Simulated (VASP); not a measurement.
# Au (P6_3/mmc) in VASP: relaxation of shape and atoms at fixed volume with PBE

Aim: the relaxation of shape and atoms at fixed volume of Au with PBE.

All numbers are computed with VASP 6.6.1; they aren't measurements. Logs are shortened: lines on timing, memory, paths and dates and some standing lists are left out, and cuts for length are marked.

### Step 1. The cell of the first run

The structure is hexagonal, space group P6_3/mmc (No. 194). The conventional cell has a = 2.862 Å, b = 2.862 Å, c = 4.819 Å, α = 90.00°, β = 90.00°, γ = 120.00°. Within 3.8 Å of Au (site symmetry -6m2) lie 12 Au at 2.86 to 2.92 Å.

This isn't the form of Au at room conditions, which is fcc.

### Step 2. Relaxation of shape and atoms at fixed volume, PBE

File INCAR:

```
PREC = Accurate
ENCUT = 600
EDIFF = 1E-6
ISMEAR = -1
SIGMA = 0.08
LREAL = F
LASPH = T
NELM = 80
ALGO = Normal
ISIF = 4
LWAVE = F
LCHARG = F
GGA = PE
IBRION = 2
NSW = 50
EDIFFG = -0.005
```

File KPOINTS:

```
regular mesh
0
Gamma
  15 15 8
```

File POSCAR:

```
Au
1.0
    2.8623580284      0.0000000000      0.0000000000
   -1.4311790142      2.4788747674      0.0000000000
    0.0000000000      0.0000000000      4.8186331950
Au
2
Direct
    0.3333333333      0.6666666667      0.2500000000
    0.6666666667      0.3333333333      0.7500000000
```

Potentials or basis: VASP PAW PBE potentials, release 64 (Au).

The run is started by

```console
cat potpaw_PBE.64/Au/POTCAR > POTCAR
mpirun -np 1 vasp_std > vasp.out
```

OUTCAR:

```text
PREC = Accurate
   ENCUT = 600
   EDIFF = 1E-6
   ISMEAR = -1
   LREAL = F
   LASPH = T
   NELM = 80
   ISIF = 4
   GGA = PE
   IBRION = 2
   NSW = 50
   EDIFFG = -0.005

 ion  position               nearest neighbor table
   1  0.333  0.667  0.250-   2 2.92   2 2.92   2 2.92   2 2.92   2 2.92   2 2.92
   2  0.667  0.333  0.750-   1 2.92   1 2.92   1 2.92   1 2.92   1 2.92   1 2.92

  LATTYP: Found a hexagonal cell.
 ALAT       =     2.8623580284
 C/A-ratio  =     1.6834488024

  Lattice vectors:

 A1 = (   2.8623580284,   0.0000000000,   0.0000000000)
 A2 = (  -1.4311790142,   2.4788747674,   0.0000000000)
 A3 = (   0.0000000000,   0.0000000000,   4.8186331950)

Analysis of symmetry for initial positions (statically):
=====================================================================
 Subroutine PRICEL returns:
 Original cell was already a primitive cell.

 Routine SETGRP: Setting up the symmetry group for a
 hexagonal supercell.

 Subroutine GETGRP returns: Found 24 space group operations
 (whereof 12 operations were pure point group operations)
 out of a pool of 24 trial point group operations.

The static configuration has the point symmetry D_3d.
 The point group associated with its full space group is D_6h.

Analysis of symmetry for dynamics (positions and initial velocities):
=====================================================================
 Subroutine PRICEL returns:
 Original cell was already a primitive cell.

 Routine SETGRP: Setting up the symmetry group for a
 hexagonal supercell.

 Subroutine GETGRP returns: Found 24 space group operations
 (whereof 12 operations were pure point group operations)
 out of a pool of 24 trial point group operations.

The dynamic configuration has the point symmetry D_3d.
 The point group associated with its full space group is D_6h.

 Subroutine INISYM returns: Found 24 space group operations
 (whereof 12 operations are pure point group operations),
 and found     1 'primitive' translations

----------------------------------------------------------------------------------------

                                     Primitive cell

  volume of cell :      34.1903

  direct lattice vectors                    reciprocal lattice vectors
     2.862358028  0.000000000  0.000000000     0.349362306  0.201704421  0.000000000
    -1.431179014  2.478874767  0.000000000     0.000000000  0.403408842  0.000000000
     0.000000000  0.000000000  4.818633195     0.000000000  0.000000000  0.207527728

  length of vectors
     2.862358028  2.862358028  4.818633195     0.403408842  0.403408842  0.207527728

  position of ions in fractional coordinates (direct lattice)
     0.333333333  0.666666667  0.250000000
     0.666666667  0.333333333  0.750000000

  ion indices of the primitive-cell ions
   primitive index   ion index
                 1           1
                 2           2

----------------------------------------------------------------------------------------

 KPOINTS: regular mesh

Automatic generation of k-mesh.
 Grid dimensions read from file:
 generate k-points for:   15   15    8

 Generating k-lattice:

  Cartesian coordinates                     Fractional coordinates (reciprocal lattice)
     0.023290820  0.013446961  0.000000000     0.066666667  0.000000000  0.000000000
     0.000000000  0.026893923  0.000000000     0.000000000  0.066666667  0.000000000
     0.000000000  0.000000000  0.025940966     0.000000000  0.000000000  0.125000000

  Length of vectors
     0.026893923  0.026893923  0.025940966

  Shift w.r.t. Gamma in fractional coordinates (k-lattice)
     0.000000000  0.000000000  0.000000000

 Subroutine IBZKPT returns following result:
 ===========================================

 Found    135 irreducible k-points:

 Following reciprocal coordinates:
            Coordinates               Weight
  0.000000  0.000000  0.000000      1.000000
  0.066667 -0.000000  0.000000      6.000000
  0.133333 -0.000000  0.000000      6.000000
  0.200000 -0.000000  0.000000      6.000000
  0.266667 -0.000000  0.000000      6.000000
  0.333333 -0.000000  0.000000      6.000000
[... 16 lines left out ...]
  0.333333  0.200000  0.000000     12.000000
  0.400000  0.200000  0.000000      6.000000
 [... further k-points ...]
   k-points           NKPTS =    135   k-points in BZ     NKDIM =    135   number of bands    NBANDS=     15
   number of dos      NEDOS =    301   number of ions     NIONS =      2
   total plane-waves  NPLWV =  23040
   dimension x,y,z NGX =    24 NGY =   24 NGZ =   40
   dimension x,y,z NGXF=    48 NGYF=   48 NGZF=   80
   ions per type =               2
   NGX,Y,Z   is equivalent  to a cutoff of  13.94, 13.94, 13.80 a.u.
   NGXF,Y,Z  is equivalent  to a cutoff of  27.88, 27.88, 27.60 a.u.
 SYSTEM =  unknown system
   PREC   = accura    normal or accurate (medium, high low for compatibility)
   ISTART =      0    job   : 0-new  1-cont  2-samecut
   ICHARG =      2    charge: 1-file 2-atom 10-const
   ISPIN  =      1    spin polarized calculation?
   LNONCOLLINEAR =      F non collinear calculations
   LSORBIT =      F    spin-orbit coupling
   LASPH  =      T    aspherical Exc in radial PAW
   ENCUT  =  600.0 eV  44.10 Ry    6.64 a.u.   5.72  5.72  9.62*2*pi/ulx,y,z
   NELM   =     80;   NELMIN=  2; NELMDL= -5     # of ELM steps
   EDIFF  = 0.1E-05   stopping-criterion for ELM
   LREAL  =      F    real-space projection
   EDIFFG = -.5E-02   stopping-criterion for IOM
   NSW    =     50    number of steps for IOM
   IBRION =      2    ionic relax: 0-MD 1-quasi-New 2-CG
   NFREE  =      1    steps in history (QN), initial steepest desc. (CG)
   ISIF   =      4    stress and relaxation
   ISYM   =      2    0-nonsym 1-usesym 2-fastsym
   POTIM  = 0.5000    time-step for ionic-motion
   TEBEG  =    0.0;   TEEND  =   0.0 temperature during run
   PSTRESS=    0.0 pullay stress
   NELECT =      22.0000    total number of electrons
   NUPDOWN=      -1.0000    fix difference up-down
   EMIN   =  10.00;   EMAX   =-10.00  energy-range for DOS
   EFERMI =   0.00;   METHOD = LEGACY
   ISMEAR =    -1;   SIGMA  =   0.08  broadening in eV -4-tet -1-fermi 0-gaus
   EFERMI_NEDOS =   21; number of points for ismear=-14 and -15
   IALGO  =     38    algorithm
   IMIX   =      4    mixing-type and parameters
     AMIX     =   0.40;   BMIX     =  1.00
     AMIX_MAG =   1.60;   BMIX_MAG =  1.00
  volume/ion in A,a.u.               =      17.10       115.36
  Fermi-wavevector in a.u.,A,eV,Ry     =   1.413345  2.670835 27.178246  1.997545
  Thomas-Fermi vector in A             =   2.535000
   LORBIT       =      0    0 simple, 1 ext, 2 COOP (PROOUT), +10 PAW based schemes
   GGA     = PE    functional components
   LHFCALC =     F    Hartree Fock is set to
   AEXX    =    0.0000 exact exchange contribution
   IVDW    =     0    specifies the selected vdW correction
   LEPSILON=     F    determine dielectric tensor
   LRPA    =     F    only Hartree local field effects (RPA)
 conjugate gradient relaxation of ions
 non-spin polarized calculation
  energy-cutoff  :      600.00
  volume of cell :       34.19
 maximum number of plane-waves:      1172
 NGX is ok and might be reduce to    24
   NGX = 11   NGY = 11   NGZ = 19

--------------------------------------- Ionic step        1  -------------------------------------------

 number of electron      22.0000002 magnetization

 Free energy of the ion-electron system (eV)
  ---------------------------------------------------
  ext. energy  EPLUGINS =         0.00000000
  ---------------------------------------------------
  free energy    TOTEN  =        -6.39948813 eV

  energy without entropy =       -6.38935798  energy(sigma->0) =       -6.39442305

------------------------ aborting loop because EDIFF is reached ----------------------------------------

  FORCE on cell =-STRESS in cart. coord.  units (eV):
  Direction    XX          YY          ZZ          XY          YZ          ZX
  --------------------------------------------------------------------------------------
  -------------------------------------------------------------------------------------
  Total        1.7772982      1.7772982      1.6260521      0.0000000      0.0000000      0.0000000
  in kB       83.2853215     83.2853215     76.1978328      0.0000000      0.0000000      0.0000000
  external PRESSURE =      80.9228253 kB  Pullay stress =       0.0000000 kB
[... 57 lines left out ...]
  energy  without entropy=       -6.3894493864  energy(sigma->0) =       -6.39458172

--------------------------------------- Ionic step        3  -------------------------------------------

 number of electron      22.0000003 magnetization

 Free energy of the ion-electron system (eV)
  ---------------------------------------------------
  ext. energy  EPLUGINS =         0.00000000
  ---------------------------------------------------
  free energy    TOTEN  =        -6.39972695 eV

  energy without entropy =       -6.38939825  energy(sigma->0) =       -6.39456260

 E-fermi :   9.4371     XC(G=0): -12.6977

 val. band max:        9.3348276509   @ k =   0.2000   0.0667   0.2500
 cond. band min:       9.4770888791   @ k =   0.2667   0.1333   0.3750
 fundamental gap:      0.1422612282
 Fermi energy:         9.4371446812

 k-point     1 :       0.0000    0.0000    0.0000
  band No.  band energies     occupation
      1      -0.4020      2.00000
      2       2.0561      2.00000
      3       4.5830      2.00000
      4       4.8473      2.00000
      5       4.8473      2.00000
      6       5.1613      2.00000
      7       5.1613      2.00000
      8       5.8404      2.00000
      9       5.8404      2.00000
     10       7.2146      2.00000
     11       7.2146      2.00000
     12       8.3030      2.00000
     13      12.1169      0.00000
     14      23.9888      0.00000
     15      25.1736      0.00000
[... 397 lines left out ...]
 k-point    24 :       0.4000    0.2000    0.0000
  band No.  band energies     occupation
      1       3.2070      2.00000
      2       3.2949      2.00000
      3       3.3198      2.00000
      4       4.6635      2.00000
      5       4.8333      2.00000
      6       4.9154      2.00000
      7       5.4882      2.00000
      8       7.0096      2.00000
      9       7.1634      2.00000
     10       7.3082      2.00000
     11      10.9919      0.00000
     12      11.2733      0.00000
     13      15.1027      0.00000
     14      16.7402      0.00000
     15      18.1099      0.00000

 [... further k-points ...]

------------------------ aborting loop because EDIFF is reached ----------------------------------------

  FORCE on cell =-STRESS in cart. coord.  units (eV):
  Direction    XX          YY          ZZ          XY          YZ          ZX
  --------------------------------------------------------------------------------------
  -------------------------------------------------------------------------------------
  Total        1.7154001      1.7154001      1.7209394      0.0000000      0.0000000      0.0000000
  in kB       80.3847405     80.3847405     80.6443145      0.0000000      0.0000000      0.0000000
  external PRESSURE =      80.4712652 kB  Pullay stress =       0.0000000 kB
[... 17 lines left out ...]
  FREE ENERGIE OF THE ION-ELECTRON SYSTEM (eV)
  ---------------------------------------------------
  free  energy   TOTEN  =        -6.3997269478 eV

  energy  without entropy=       -6.3893982463  energy(sigma->0) =       -6.39456260

 reached required accuracy - stopping structural energy minimisation
```

It took 2 min on 1 thread of Intel Xeon 8259CL, shared host; peak memory 0.22 GiB.

Results:

| Quantity | Value |
| --- | --- |
| Free energy | -6.3997 eV |
| Energy gained by relaxing | 0.1 meV/atom |
| Ionic steps | 3 |
| Pressure after relaxing | 8.0 GPa |
| Band gap on the k mesh | zero (bands 11 and 12 overlap by 6.96 eV) |

Step by step:
| step | energy change (eV) | largest force (eV/Å) | pressure (GPa) | volume (Å³) |
| --- | --- | --- | --- | --- |
| 1 | 0.0000 | 0.0000 | 8.09 | 34.19 |
| 2 | -0.0002 | 0.0000 | 8.05 | 34.19 |
| 3 | -0.0002 | 0.0000 | 8.05 | 34.19 |

Final structure:
```xyz
2
Lattice="2.8672 0.0000 0.0000 -1.4336 2.4831 0.0000 0.0000 0.0000 4.8022" Properties=species:S:1:pos:R:3 pbc="T T T"
Au    0.0000    1.6554    1.2006
Au    1.4336    0.8277    3.6017
```

Caveat: spin-orbit coupling is left out, which moves the levels of the heavy elements.

The gap in the log of VASP goes by the Fermi energy; the results here count the filled bands.